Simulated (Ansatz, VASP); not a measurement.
PbS: VASP beside Ansatz

```
Pb S
1.0
     2.96468   -2.96468   -0.00001
     2.96468    2.96468   -0.00001
    -2.08561    0.00000   22.16129
Pb S
2 2
Direct
  0.73732 0.71713 0.93524
  0.28287 0.26268 0.06476
  0.24081 0.22040 0.94488
  0.77960 0.75919 0.05512
```

Alike in both runs: task single point; functional r2SCAN; k mesh 6 × 6 × 2; no spin polarisation.

```csv
,VASP,Ansatz
version,VASP 6.6.1,Ansatz 0.2.0
potentials or method,"VASP PAW PBE potentials, release 64 (Pb_d, S)","plane waves, PAW"
plane-wave cutoff (eV),520,500
occupations,"gaussian, width 0.01 eV",fixed
valence electrons in the cell,40,40
```

|  | VASP | Ansatz | Ansatz less VASP |
| --- | --- | --- | --- |
| gap on the k mesh at the Fermi level (eV) | 2.33 | 2.33 | 0.000 |
| rms of the force components (eV/Å) | 0.023 | 0.019 | -0.0035 |

VASP's potentials were made for PBE, not for r2SCAN. Atom by atom the forces differ by 0.005 eV/Å (rms over components).

Spin-orbit coupling is off throughout.
